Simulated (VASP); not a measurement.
NaCl: vibrations by perturbation theory with LDA

NaCl:

```
CELL_PARAMETERS angstrom
0.00000 2.70565 2.70565
2.70565 0.00000 2.70565
2.70565 2.70565 0.00000
ATOMIC_POSITIONS crystal
Na 0.00000 0.00000 0.00000
Cl 0.50000 0.50000 0.50000
```

```json
{
 "Program": "VASP 6.6.1",
 "Task": "vibrations by perturbation theory",
 "Functional": "LDA",
 "Potentials or basis": "VASP PAW LDA potentials, release 64 (Na_pv, Cl)",
 "Cutoff": "520 eV",
 "k mesh": "8 × 8 × 8",
 "Occupations": "gaussian, width 0.01 eV",
 "Spin": "no spin polarisation",
 "Dipole correction": "no",
 "Further INCAR settings": "ALGO = Normal; EDIFF = 1e-08; NBANDS = 14; IBRION = 8; NSW = 1"
}
```

* Electronic dielectric tensor (diagonal): 2.69
* Born charges (mean of the diagonal): Na +1.06; Cl -1.06 e
* Highest phonon frequency at Γ, LO-TO splitting left out: 203 cm⁻¹

Phonon frequencies in cm⁻¹ (negative: imaginary):
```
              q point           frequencies
(0.000, 0.000, 0.000)  -1 -1 -1 203 203 203
```

Electronic dielectric tensor:
```
2.69 0.00 0.00
0.00 2.69 0.00
0.00 0.00 2.69
```

Born effective charge tensors (e):
atom 1, Na
```
1.06 0.00 0.00
0.00 1.06 0.00
0.00 0.00 1.06
```
atom 2, Cl
```
-1.06  0.00  0.00
 0.00 -1.06  0.00
 0.00  0.00 -1.06
```

Run time: 4.4 min on 1 thread of Intel Xeon 8259CL (shared host), peak memory 0.21 GiB.

Caveat: the cell stands under pressure or tension, which shifts response properties.
